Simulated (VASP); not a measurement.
# YS (I4/mmm) in VASP: further runs, part 3 of 3

VASP 6.6.1. The steps go on from the part before.

### Step 5. Electric field gradients, LDA (zz strain of +2 %)

INCAR

```
SYSTEM = YS
PREC     = Accurate       ! precision mode
ENCUT    = 520            ! plane-wave cutoff, eV
EDIFF    = 1E-8           ! SCF threshold, eV
ISMEAR   = -1             ! smearing method
SIGMA    = 0.01           ! smearing width, eV
LREAL    = .False.        ! projectors in reciprocal space
LASPH    = .True.         ! aspherical terms in the spheres
NELM     = 60             ! most SCF steps
ALGO     = Normal         ! electronic algorithm
ISIF     = 2              ! what is computed and relaxed
LWAVE    = .False.        ! write WAVECAR
LCHARG   = .False.        ! write CHGCAR
LEFG     = .True.       
NBANDS   = 16             ! bands
```

KPOINTS

```
regular mesh
0
Gamma
  8 8 8
  0 0 0
```

POSCAR

```
YS
1.0
    0.0000000000      2.7436500000      2.7985230000
    2.7436500000      0.0000000000      2.7985230000
    2.7436500000      2.7436500000      0.0000000000
Y S
1 1
Direct
    0.5000000000      0.5000000000      0.5000000000
    0.0000000000      0.0000000000      0.0000000000
```

Potentials or basis: VASP PAW LDA potentials, release 64 (Y_sv, S).

Run with:

```
$ cat potpaw_LDA.64/Y_sv/POTCAR potpaw_LDA.64/S/POTCAR > POTCAR
$ mpirun -np 1 vasp_std > vasp.out
```

OUTCAR:

```text
SYSTEM = YS
   PREC = Accurate
   ENCUT = 520
   EDIFF = 1E-8
   ISMEAR = -1
   LREAL = .False.
   LASPH = .True.
   NELM = 60
   ISIF = 2

 ion  position               nearest neighbor table
   1  0.500  0.500  0.500-   2 2.74   2 2.74   2 2.74   2 2.74   2 2.80   2 2.80
   2  0.000  0.000  0.000-   1 2.74   1 2.74   1 2.74   1 2.74   1 2.80   1 2.80

  LATTYP: Found a body centered tetragonal cell.
 ALAT       =     3.8801070404
 C/A-ratio  =     1.4424978336

  Lattice vectors:

 A1 = (  -2.7436500000,   0.0000000000,   2.7985230000)
 A2 = (   2.7436500000,   0.0000000000,   2.7985230000)
 A3 = (   0.0000000000,   2.7436500000,  -2.7985230000)

Analysis of symmetry for initial positions (statically):
=====================================================================
 Subroutine PRICEL returns:
 Original cell was already a primitive cell.

 Routine SETGRP: Setting up the symmetry group for a
[... 645 lines left out ...]
  energy-cutoff  :      520.00
  volume of cell :       42.13
      direct lattice vectors                 reciprocal lattice vectors
     0.000000000  2.743650000  2.798523000    -0.182238988  0.182238988  0.178665675
     2.743650000  0.000000000  2.798523000     0.182238988 -0.182238988  0.178665675
     2.743650000  2.743650000  0.000000000     0.182238988  0.182238988 -0.178665675

 POSITION                                       TOTAL-FORCE (eV/Angst)
 -----------------------------------------------------------------------------------
      2.74365      2.74365      2.79852         0.000000      0.000000      0.000000
      0.00000      0.00000      0.00000         0.000000      0.000000     -0.000000
 -----------------------------------------------------------------------------------
    total drift:                                0.000000     -0.000000      0.000000

  FREE ENERGIE OF THE ION-ELECTRON SYSTEM (eV)
  ---------------------------------------------------
  free  energy   TOTEN  =       -15.9859921565 eV

  energy  without entropy=      -15.9853816287  energy(sigma->0) =      -15.98568689

 Electric field gradients (V/A^2)
---------------------------------------------------------------------
 ion       V_xx      V_yy      V_zz      V_xy      V_xz      V_yz
---------------------------------------------------------------------
   1     -10.245   -10.245    20.491    -0.000    -0.000    -0.000
   2      -4.308    -4.308     8.617    -0.000    -0.000    -0.000
---------------------------------------------------------------------

 Electric field gradients after diagonalization (V/A^2)
 (convention: |V_zz| > |V_xx| > |V_yy|)
----------------------------------------------------------------------
 ion       V_xx      V_yy      V_zz     asymmetry (V_yy - V_xx)/ V_zz
----------------------------------------------------------------------
   1     -10.246   -10.245    20.491       0.000
   2      -4.309    -4.308     8.617       0.000
----------------------------------------------------------------------

           NMR quadrupolar parameters

 Cq : quadrupolar parameter    Cq=e*Q*V_zz/h
 eta: asymmetry parameters     (V_yy - V_xx)/ V_zz
 Q  : nuclear electric quadrupole moment in mb (millibarn)
----------------------------------------------------------------------
 ion       Cq(MHz)       eta       Q (mb)
----------------------------------------------------------------------
   1       0.050       0.000       1.000
   2       0.021       0.000       1.000
----------------------------------------------------------------------
```

OSZICAR:

```text
N       E                     dE             d eps       ncg     rms          rms(c)
DAV:   1     0.579193418752E+02    0.57919E+02   -0.77473E+03  1896   0.952E+02
DAV:   2    -0.128867730850E+02   -0.70806E+02   -0.67530E+02  2624   0.215E+02
DAV:   3    -0.167341807259E+02   -0.38474E+01   -0.38234E+01  3024   0.367E+01
DAV:   4    -0.168107051175E+02   -0.76524E-01   -0.76510E-01  2280   0.496E+00
DAV:   5    -0.168125275525E+02   -0.18224E-02   -0.18224E-02  2720   0.593E-01    0.258E+01
DAV:   6    -0.160605702528E+02    0.75196E+00   -0.10185E+00  2216   0.633E+00    0.192E+01
DAV:   7    -0.159969258183E+02    0.63644E-01   -0.37012E-01  2784   0.376E+00    0.651E+00
DAV:   8    -0.159868796484E+02    0.10046E-01   -0.75604E-02  2256   0.165E+00    0.554E-01
DAV:   9    -0.159861356745E+02    0.74397E-03   -0.58495E-03  2192   0.483E-01    0.222E-01
DAV:  10    -0.159859925399E+02    0.14313E-03   -0.45790E-04  2328   0.179E-01    0.129E-01
DAV:  11    -0.159859965141E+02   -0.39742E-05   -0.93663E-05  2376   0.668E-02    0.731E-02
DAV:  12    -0.159859922657E+02    0.42484E-05   -0.13000E-05  2344   0.259E-02    0.367E-02
DAV:  13    -0.159859921675E+02    0.98195E-07   -0.11037E-06  2488   0.797E-03    0.654E-03
DAV:  14    -0.159859921564E+02    0.11093E-07   -0.62522E-08  2320   0.191E-03    0.145E-03
DAV:  15    -0.159859921565E+02   -0.17053E-10   -0.22329E-09  1520   0.412E-04
   1 F= -.15985992E+02 E0= -.15985687E+02  d E =-.610528E-03
```

Wall time 87 s (1 thread of Intel Xeon Platinum 8259CL at 2.50GHz (Skylake/Cascade Lake), shared host); peak memory 0.19 GiB.

Results:

```yaml
Free_energy: -15.9860 eV
Pressure: -5.4 GPa
Band_gap_on_the_k_mesh: zero (an odd number of electrons rules out a gap without spin polarisation)
Largest_electric_field_gradient_by_atom: Y +20.5; S +8.6 V/Å²
```

Electric field gradients, principal values (V/Å²):
| atom | least | middle | greatest (by size) |
| --- | --- | --- | --- |
| 1 Y | -10.245 | -10.246 | 20.491 |
| 2 S | -4.308 | -4.309 | 8.617 |

Caveat: the cell differs from its parent crystal (zz strain of +2 %); the cell stands under tension; without QUAD_EFG the Cq values of the log hold for a quadrupole moment of 1 mb, not for the nuclei.

### Step 6. Electric field gradients, LDA (equal xx and yy strain of +1 %)

INCAR

```
SYSTEM = YS
PREC = Accurate
ENCUT = 520
EDIFF = 1E-8
ISMEAR = -1
SIGMA = 0.01
LREAL = .FALSE.
LASPH = .TRUE.
NELM = 100
ALGO = Normal
ISIF = 2
LWAVE = .FALSE.
LCHARG = .FALSE.
GGA = CA
LEFG = .TRUE.
NBANDS = 16
```

KPOINTS

```
regular mesh
0
G
  8 8 8
  0 0 0
```

POSCAR

```
YS
1.0
    0.0000000000      2.7710865000      2.7436500000
    2.7710865000      0.0000000000      2.7436500000
    2.7710865000      2.7710865000      0.0000000000
Y S
1 1
Direct
    0.5000000000      0.5000000000      0.5000000000
    0.0000000000      0.0000000000      0.0000000000
```

Potentials or basis: VASP PAW LDA potentials, release 64 (Y_sv, S).

Run with:

```
$ cat potpaw_LDA.64/Y_sv/POTCAR potpaw_LDA.64/S/POTCAR > POTCAR
$ mpirun -np 1 vasp_std > vasp.out
```

OUTCAR:

```text
SYSTEM = YS
   PREC = Accurate
   ENCUT = 520
   EDIFF = 1E-8
   ISMEAR = -1
   LREAL = .FALSE.
   LASPH = .TRUE.
   NELM = 100
   ISIF = 2
   GGA = CA

 ion  position               nearest neighbor table
   1  0.500  0.500  0.500-   2 2.74   2 2.74   2 2.77   2 2.77   2 2.77   2 2.77
   2  0.000  0.000  0.000-   1 2.74   1 2.74   1 2.77   1 2.77   1 2.77   1 2.77

  LATTYP: Found a body centered tetragonal cell.
 ALAT       =     3.9189081108
 C/A-ratio  =     1.4002114479

  Lattice vectors:

 A1 = (   0.0000000000,  -2.7710865000,  -2.7436500000)
 A2 = (   0.0000000000,   2.7710865000,  -2.7436500000)
 A3 = (   2.7710865000,   0.0000000000,   2.7436500000)

Analysis of symmetry for initial positions (statically):
=====================================================================
 Subroutine PRICEL returns:
 Original cell was already a primitive cell.

 Routine SETGRP: Setting up the symmetry group for a
 body centered tetragonal supercell.

 Subroutine GETGRP returns: Found 16 space group operations
 (whereof 16 operations were pure point group operations)
 out of a pool of 16 trial point group operations.

The static configuration has the point symmetry D_4h.

Analysis of symmetry for dynamics (positions and initial velocities):
=====================================================================
 Subroutine PRICEL returns:
 Original cell was already a primitive cell.

 Routine SETGRP: Setting up the symmetry group for a
 body centered tetragonal supercell.

 Subroutine GETGRP returns: Found 16 space group operations
 (whereof 16 operations were pure point group operations)
 out of a pool of 16 trial point group operations.

[... 152 lines left out ...]
 fundamental gap:      0.0421957130
 Fermi energy:         6.5062996972

 k-point     1 :       0.0000    0.0000    0.0000
  band No.  band energies     occupation
      1     -36.6608      2.00000
      2     -16.7191      2.00000
      3     -16.7191      2.00000
      4     -16.7189      2.00000
      5      -8.4281      2.00000
      6       3.1502      2.00000
[... 433 lines left out ...]
      3     -16.7642      2.00000
      4     -16.7623      2.00000
      5      -7.5359      2.00000
      6       0.2635      2.00000
[... 8 lines left out ...]
     15      13.8643      0.00000
     16      14.3703      0.00000

 [... further k-points ...]
[... 5 lines left out ...]
  --------------------------------------------------------------------------------------
  -------------------------------------------------------------------------------------
  Total       -1.6326355     -1.6326355     -1.0851498      0.0000000      0.0000000      0.0000000
  in kB      -62.0784615    -62.0784615    -41.2611566      0.0000000      0.0000000      0.0000000
  external PRESSURE =     -55.1393599 kB  Pullay stress =       0.0000000 kB

 VOLUME and BASIS-vectors are now :
 -----------------------------------------------------------------------------
  energy-cutoff  :      520.00
  volume of cell :       42.14
      direct lattice vectors                 reciprocal lattice vectors
     0.000000000  2.771086500  2.743650000    -0.180434642  0.180434642  0.182238988
     2.771086500  0.000000000  2.743650000     0.180434642 -0.180434642  0.182238988
     2.771086500  2.771086500  0.000000000     0.180434642  0.180434642 -0.182238988

 POSITION                                       TOTAL-FORCE (eV/Angst)
 -----------------------------------------------------------------------------------
      2.77109      2.77109      2.74365         0.000000      0.000000      0.000000
      0.00000      0.00000      0.00000         0.000000      0.000000      0.000000
 -----------------------------------------------------------------------------------
    total drift:                                0.000000     -0.000000      0.000000

  FREE ENERGIE OF THE ION-ELECTRON SYSTEM (eV)
  ---------------------------------------------------
  free  energy   TOTEN  =       -15.9906385705 eV

  energy  without entropy=      -15.9899947740  energy(sigma->0) =      -15.99031667

 Electric field gradients (V/A^2)
---------------------------------------------------------------------
 ion       V_xx      V_yy      V_zz      V_xy      V_xz      V_yz
---------------------------------------------------------------------
   1       5.156     5.156   -10.311    -0.000    -0.000    -0.000
   2       2.215     2.215    -4.429    -0.000    -0.000    -0.000
---------------------------------------------------------------------

 Electric field gradients after diagonalization (V/A^2)
 (convention: |V_zz| > |V_xx| > |V_yy|)
----------------------------------------------------------------------
 ion       V_xx      V_yy      V_zz     asymmetry (V_yy - V_xx)/ V_zz
----------------------------------------------------------------------
   1       5.156     5.156   -10.311       0.000
   2       2.215     2.214    -4.429       0.000
----------------------------------------------------------------------

           NMR quadrupolar parameters

 Cq : quadrupolar parameter    Cq=e*Q*V_zz/h
 eta: asymmetry parameters     (V_yy - V_xx)/ V_zz
 Q  : nuclear electric quadrupole moment in mb (millibarn)
----------------------------------------------------------------------
 ion       Cq(MHz)       eta       Q (mb)
----------------------------------------------------------------------
   1      -0.025       0.000       1.000
   2      -0.011       0.000       1.000
----------------------------------------------------------------------
```

stdout:

```text
POSCAR found type information on POSCAR Y S
 POSCAR found :  2 types and       2 ions
 scaLAPACK will be used
 LDA part: xc-table for (Slater(with rela. corr.)+CA(PZ))
 , standard interpolation
 POSCAR, INCAR and KPOINTS ok, starting setup
 FFT: planning ... GRIDC
 FFT: planning ... GRID_SOFT
 FFT: planning ... GRID
 WAVECAR not read
 entering main loop
ion   1

ion   2
```

Wall time 80 s (1 thread of Intel Xeon Platinum 8259CL at 2.50GHz (Skylake/Cascade Lake), shared host); peak memory 0.19 GiB.

Results:

| Property | Result |
| --- | --- |
| Free energy | -15.9906 eV |
| Pressure | -5.5 GPa |
| Band gap on the k mesh | zero (an odd number of electrons rules out a gap without spin polarisation) |
| Largest electric field gradient by atom | Y -10.3; S -4.4 V/Å² |

Electric field gradients, principal values (V/Å²):
```tsv
atom	least	middle	greatest (by size)
1 Y	5.156	5.156	-10.311
2 S	2.214	2.215	-4.429
```

Caveat: the cell differs from its parent crystal (equal xx and yy strain of +1 %); the cell stands under tension; without QUAD_EFG the Cq values of the log hold for a quadrupole moment of 1 mb, not for the nuclei.

### Step 7. The runs side by side

| cell | gap on the mesh (eV) | pressure (GPa) |
| --- | --- | --- |
| a = 3.900, b = 3.900, c = 3.880 Å, angles 60.2, 60.2, 59.7°, 2 atoms | none | -4.6 |
| a = 3.919, b = 3.919, c = 3.880 Å, angles 60.3, 60.3, 59.3°, 2 atoms | none | -5.4 |
| a = 3.900, b = 3.900, c = 3.919 Å, angles 59.8, 59.8, 60.3°, 2 atoms | none | -5.5 |

Alike in all rows: task electric field gradients; level LDA; potentials or basis VASP PAW LDA potentials, release 64 (Y_sv, S); no spin polarisation; k mesh 8 × 8 × 8; cutoff (eV) 520; smearing fermi-dirac 0.01 eV.

Caveats: the cell stands under tension.

Absolute energies hang on the potentials; compare differences alone.

The gap in the log of VASP goes by the Fermi energy; the results here count the filled bands.